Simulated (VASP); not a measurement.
# HfB2 (P-6m2) in VASP: single point with PBE

Aim: the single point of HfB2 with PBE.

Program: VASP 6.6.1. These are calculated values, not measurements. Logs are shortened: lines on timing, memory, paths and dates and some standing lists are left out, and cuts for length are marked.

## Step 1: The cell of the first run

Symmetry: P-6m2, No. 187, hexagonal system. The conventional cell has a = 4.527 Å, b = 4.527 Å, c = 6.925 Å, α = 90.00°, β = 90.00°, γ = 120.00°. Hf (site symmetry 3m) has 3 B at 2.25 Å and 1 Hf at 2.88 Å within 3.0 Å. B (site symmetry -6m2) has 3 B at 1.63 Å within 2.2 Å. B (site symmetry mm2) has 3 B at 1.63 to 1.70 Å within 2.2 Å.

## Step 2: Single point, PBE

The input, INCAR:

```
SYSTEM = HfB2
PREC = Accurate
ENCUT = 520
EDIFF = 1E-7
ISMEAR = 0
SIGMA = 0.1
LREAL = .False.
LASPH = .True.
NELM = 100
ALGO = Normal
ISIF = 2
LWAVE = .False.
LCHARG = .False.
GGA = PE
NBANDS = 25
```

The input, KPOINTS:

```
regular mesh
0
Gamma
  12 12 6
  0 0 0
```

The input, POSCAR:

```
HfB2
1.0
    4.5266985135      0.0000000000      0.0000000000
   -2.2633492567      3.9202359079      0.0000000000
    0.0000000000      0.0000000000      6.9253802437
Hf B
2 4
Direct
    0.0000000000      0.0000000000      0.7918713551
    0.0000000000      0.0000000000      0.2081286449
    0.6666666667      0.3333333333      0.5000000000
    0.8746333667      0.1253666333      0.5000000000
    0.8746333667      0.7492667334      0.5000000000
    0.2507332666      0.1253666333      0.5000000000
```

Potentials or basis: VASP PAW PBE potentials, release 64 (Hf_pv, B).

On the command line:

```sh
> cat potpaw_PBE.64/Hf_pv/POTCAR potpaw_PBE.64/B/POTCAR > POTCAR
> mpirun -np 1 vasp_std > vasp.out
```

OUTCAR:

```text
SYSTEM = HfB2
   PREC = Accurate
   ENCUT = 520
   EDIFF = 1E-7
   ISMEAR = 0
   LREAL = .False.
   LASPH = .True.
   NELM = 100
   ISIF = 2
   GGA = PE

 ion  position               nearest neighbor table
   1  0.000  0.000  0.792-   5 2.25   4 2.25   6 2.25   2 2.88
   2  0.000  0.000  0.208-   5 2.25   4 2.25   6 2.25   1 2.88
   3  0.667  0.333  0.500-   4 1.63   5 1.63   6 1.63
   4  0.875  0.125  0.500-   3 1.63   5 1.70   6 1.70   2 2.25   1 2.25
   5  0.875  0.749  0.500-   3 1.63   4 1.70   6 1.70   2 2.25   1 2.25
   6  0.251  0.125  0.500-   3 1.63   5 1.70   4 1.70   2 2.25   1 2.25

  LATTYP: Found a hexagonal cell.
 ALAT       =     4.5266985135
 C/A-ratio  =     1.5298965069

  Lattice vectors:

 A1 = (   4.5266985135,   0.0000000000,   0.0000000000)
 A2 = (  -2.2633492567,   3.9202359079,   0.0000000000)
 A3 = (   0.0000000000,   0.0000000000,   6.9253802437)

Analysis of symmetry for initial positions (statically):
=====================================================================
 Subroutine PRICEL returns:
 Original cell was already a primitive cell.

 Routine SETGRP: Setting up the symmetry group for a
 hexagonal supercell.

 Subroutine GETGRP returns: Found 12 space group operations
 (whereof 12 operations were pure point group operations)
 out of a pool of 24 trial point group operations.

The static configuration has the point symmetry D_3h.

Analysis of symmetry for dynamics (positions and initial velocities):
=====================================================================
 Subroutine PRICEL returns:
 Original cell was already a primitive cell.

 Routine SETGRP: Setting up the symmetry group for a
 hexagonal supercell.

 Subroutine GETGRP returns: Found 12 space group operations
 (whereof 12 operations were pure point group operations)
 out of a pool of 24 trial point group operations.

The dynamic configuration has the point symmetry D_3h.

 Subroutine INISYM returns: Found 12 space group operations
 (whereof 12 operations are pure point group operations),
 and found     1 'primitive' translations

----------------------------------------------------------------------------------------

[... 99 lines left out ...]
   NELM   =    100;   NELMIN=  2; NELMDL= -5     # of ELM steps
   EDIFF  = 0.1E-06   stopping-criterion for ELM
   LREAL  =      F    real-space projection
   EDIFFG = 0.1E-05   stopping-criterion for IOM
   NSW    =      0    number of steps for IOM
   IBRION =     -1    ionic relax: 0-MD 1-quasi-New 2-CG
   NFREE  =      0    steps in history (QN), initial steepest desc. (CG)
   ISIF   =      2    stress and relaxation
   ISYM   =      2    0-nonsym 1-usesym 2-fastsym
   POTIM  = 0.5000    time-step for ionic-motion
   TEBEG  =    0.0;   TEEND  =   0.0 temperature during run
   PSTRESS=    0.0 pullay stress
   NELECT =      32.0000    total number of electrons
   NUPDOWN=      -1.0000    fix difference up-down
   EMIN   =  10.00;   EMAX   =-10.00  energy-range for DOS
   EFERMI =   0.00;   METHOD = LEGACY
   ISMEAR =     0;   SIGMA  =   0.10  broadening in eV -4-tet -1-fermi 0-gaus
   EFERMI_NEDOS =   21; number of points for ismear=-14 and -15
   IALGO  =     38    algorithm
   IMIX   =      4    mixing-type and parameters
     AMIX     =   0.40;   BMIX     =  1.00
     AMIX_MAG =   1.60;   BMIX_MAG =  1.00
  volume/ion in A,a.u.               =      20.48       138.22
  Fermi-wavevector in a.u.,A,eV,Ry     =   1.045392  1.975504 14.869041  1.092844
  Thomas-Fermi vector in A             =   2.180185
   LORBIT       =      0    0 simple, 1 ext, 2 COOP (PROOUT), +10 PAW based schemes
   GGA     = PE    functional components
   LHFCALC =     F    Hartree Fock is set to
   AEXX    =    0.0000 exact exchange contribution
   IVDW    =     0    specifies the selected vdW correction
   LEPSILON=     F    determine dielectric tensor
   LRPA    =     F    only Hartree local field effects (RPA)
 non-spin polarized calculation
 Gauss-broadening in eV      SIGMA  =   0.10
  energy-cutoff  :      520.00
  volume of cell :      122.90
 maximum number of plane-waves:      3350
 NGX is ok and might be reduce to    36
   NGX = 17   NGY = 17   NGZ = 25

 number of electron      31.9999998 magnetization

 Free energy of the ion-electron system (eV)
  ---------------------------------------------------
  ext. energy  EPLUGINS =         0.00000000
  ---------------------------------------------------
  free energy    TOTEN  =       -39.93827807 eV

  energy without entropy =      -39.90560782  energy(sigma->0) =      -39.92194294

 E-fermi :   1.6395     XC(G=0):  -8.7530

 val. band max:        1.6281662993   @ k =   0.4167   0.1667   0.5000
 cond. band min:       1.6459162657   @ k =   0.0833   0.0000   0.5000
 fundamental gap:      0.0177499664
 Fermi energy:         1.6395107017

 k-point     1 :       0.0000    0.0000    0.0000
  band No.  band energies     occupation
      1     -29.7610      2.00000
      2     -29.7610      2.00000
      3     -29.7291      2.00000
      4     -29.7064      2.00000
      5     -29.7064      2.00000
      6     -29.2093      2.00000
[... 661 lines left out ...]
     24       4.5321      0.00000
     25       5.7621      0.00000

 [... further k-points ...]

------------------------ aborting loop because EDIFF is reached ----------------------------------------

  FORCE on cell =-STRESS in cart. coord.  units (eV):
  Direction    XX          YY          ZZ          XY          YZ          ZX
  --------------------------------------------------------------------------------------
  -------------------------------------------------------------------------------------
  Total       -0.0443427     -0.0443427     -0.2026046     -0.0000000      0.0000000      0.0000000
  in kB       -0.5780899     -0.5780899     -2.6413283     -0.0000000      0.0000000      0.0000000
  external PRESSURE =      -1.2658360 kB  Pullay stress =       0.0000000 kB

 VOLUME and BASIS-vectors are now :
 -----------------------------------------------------------------------------
  energy-cutoff  :      520.00
  volume of cell :      122.90
      direct lattice vectors                 reciprocal lattice vectors
     4.526698514  0.000000000  0.000000000     0.220911553  0.127543345  0.000000000
    -2.263349257  3.920235908  0.000000000     0.000000000  0.255086690  0.000000000
     0.000000000  0.000000000  6.925380244     0.000000000  0.000000000  0.144396403

 POSITION                                       TOTAL-FORCE (eV/Angst)
 -----------------------------------------------------------------------------------
      0.00000      0.00000      5.48401         0.000000     -0.000000     -0.047396
      0.00000      0.00000      1.44137         0.000000     -0.000000      0.047396
      2.26335      1.30675      3.46269         0.000000     -0.000000     -0.000000
      3.67545      0.49147      3.46269         0.006794     -0.003922     -0.000000
      2.26335      2.93730      3.46269         0.000000      0.007845      0.000000
      0.85125      0.49147      3.46269        -0.006794     -0.003922     -0.000000
 -----------------------------------------------------------------------------------
    total drift:                               -0.000000      0.000000     -0.000000

  FREE ENERGIE OF THE ION-ELECTRON SYSTEM (eV)
  ---------------------------------------------------
  free  energy   TOTEN  =       -39.9382780724 eV

  energy  without entropy=      -39.9056078163  energy(sigma->0) =      -39.92194294
```

OSZICAR:

```text
N       E                     dE             d eps       ncg     rms          rms(c)
DAV:   1     0.112424004072E+03    0.11242E+03   -0.15629E+04  3816   0.112E+03
DAV:   2    -0.481512251577E+02   -0.16058E+03   -0.14914E+03  4943   0.262E+02
DAV:   3    -0.564779601936E+02   -0.83267E+01   -0.81457E+01  5056   0.464E+01
DAV:   4    -0.566515489385E+02   -0.17359E+00   -0.17273E+00  5104   0.715E+00
DAV:   5    -0.566568452418E+02   -0.52963E-02   -0.52916E-02  5370   0.992E-01    0.534E+01
DAV:   6    -0.400771366432E+02    0.16580E+02   -0.58231E+01  4384   0.287E+01    0.305E+01
DAV:   7    -0.401471943913E+02   -0.70058E-01   -0.70186E+00  4700   0.121E+01    0.192E+01
DAV:   8    -0.401694566639E+02   -0.22262E-01   -0.16996E+00  4901   0.563E+00    0.502E+00
DAV:   9    -0.402708728242E+02   -0.10142E+00   -0.19014E+00  4291   0.566E+00    0.453E+00
DAV:  10    -0.399346246705E+02    0.33625E+00   -0.51513E-01  4173   0.334E+00    0.934E-01
DAV:  11    -0.399390707761E+02   -0.44461E-02   -0.67405E-02  4939   0.109E+00    0.129E+00
DAV:  12    -0.399385411414E+02    0.52963E-03   -0.45344E-03  4597   0.326E-01    0.197E-01
DAV:  13    -0.399383941587E+02    0.14698E-03   -0.68822E-04  4492   0.136E-01    0.114E-01
DAV:  14    -0.399382905500E+02    0.10361E-03   -0.43063E-04  4437   0.879E-02    0.288E-02
DAV:  15    -0.399382771742E+02    0.13376E-04   -0.67710E-05  4183   0.372E-02    0.283E-02
DAV:  16    -0.399382781797E+02   -0.10056E-05   -0.36888E-06  4506   0.913E-03    0.642E-03
DAV:  17    -0.399382780074E+02    0.17231E-06   -0.64851E-07  4699   0.414E-03    0.409E-03
DAV:  18    -0.399382780724E+02   -0.64952E-07   -0.12592E-07  2949   0.177E-03
   1 F= -.39938278E+02 E0= -.39921943E+02  d E =-.326703E-01
```

Run time: 3.8 min. Hardware: 1 thread of AMD EPYC 9R14 (Zen 4), shared host; peak memory 0.34 GiB.

What came out:

| Item | Value |
| --- | --- |
| Free energy | -39.9383 eV |
| Pressure | -0.1 GPa |
| Largest force | 0.047 eV/Å |
| Band gap on the k mesh | zero (band 16 reaches 1.84 eV, above the bottom of band 17 at 1.14 eV) |

Forces on the atoms (eV/Å):
```
Hf   0.000  0.000 -0.047
Hf   0.000  0.000  0.047
B    0.000  0.000  0.000
B    0.007 -0.004  0.000
B    0.000  0.008  0.000
B   -0.007 -0.004  0.000
```

Levels at points of the mesh, in eV from the Fermi level:
| k point | band 14 | band 15 | band 16 | band 17 | band 18 | band 19 |
| --- | --- | --- | --- | --- | --- | --- |
| (0.00, 0.00, 0.00) | -2.46 | 0.11 | 0.20 | 0.20 | 0.93 | 1.38 |
| (0.50, 0.00, 0.00) | -0.93 | -0.37 | -0.36 | 0.13 | 0.79 | 1.00 |
| (0.00, 0.00, 0.50) | -1.25 | -0.68 | -0.68 | -0.25 | -0.09 | 0.85 |
| (0.50, 0.00, 0.50) | -0.87 | -0.79 | -0.19 | -0.04 | 1.20 | 1.59 |

Caveat: spin-orbit coupling is left out, which moves the levels of the heavy elements.
